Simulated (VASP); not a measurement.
Here is a VASP 6.6.1 calculation.

Contents of POSCAR:

```
SnTe
1.0
    0.0000000000      3.3067228241      3.3067228241
    3.3067228241      0.0000000000      3.3067228241
    3.3067228241      3.3067228241      0.0000000000
Sn Te
1 1
Direct
    0.0000000000      0.0000000000      0.0000000000
    0.5000000000      0.5000000000      0.5000000000
```

File INCAR.step1:

```
ALGO = Normal ; EDIFF = 1E-5
ENCUT = 520 ; GGA = PE
ISIF = 2 ; ISMEAR = 0
KPAR = 4 ; LASPH = T
LCHARG = F ; LREAL = F
LWAVE = T ; NBANDS = 17
NELM = 60 ; PREC = Accurate
SIGMA = 0.01
```

The input INCAR.step2:

```
ALGO = Normal ; EDIFF = 1E-6
ENCUT = 520 ; GGA = PE
HFSCREEN = 0.2079 ; ISIF = 2
ISMEAR = 0 ; ISTART = 1
KPAR = 4 ; LASPH = T
LCHARG = F ; LHFCALC = T
LREAL = F ; LWAVE = F
NBANDS = 17 ; NELM = 60
PREC = Accurate ; PRECFOCK = Normal
SIGMA = 0.01
```

File KPOINTS:

```
k-points
0
Gamma
  6 6 6
```

Potentials or basis: VASP PAW PBE potentials, release 64 (Sn_d, Te).

The run is started by

```bash
$ cat potpaw_PBE.64/Sn_d/POTCAR potpaw_PBE.64/Te/POTCAR > POTCAR
$ cp INCAR.step1 INCAR
$ mpirun -np 4 vasp_std > vasp.out
$ cp INCAR.step2 INCAR
$ mpirun -np 4 vasp_std > vasp.out
```

(1) Predict the band gap on the k mesh.

(2) Predict the pressure.

Results:

(1) 0.55 eV, direct.

(2) -4.2 GPa.

Caveat: the cell differs from its parent crystal (strain +3.7%); the PAW data sets were made with another functional, which shifts forces and pressure a little; spin-orbit coupling is left out, which moves the levels of the heavy elements.
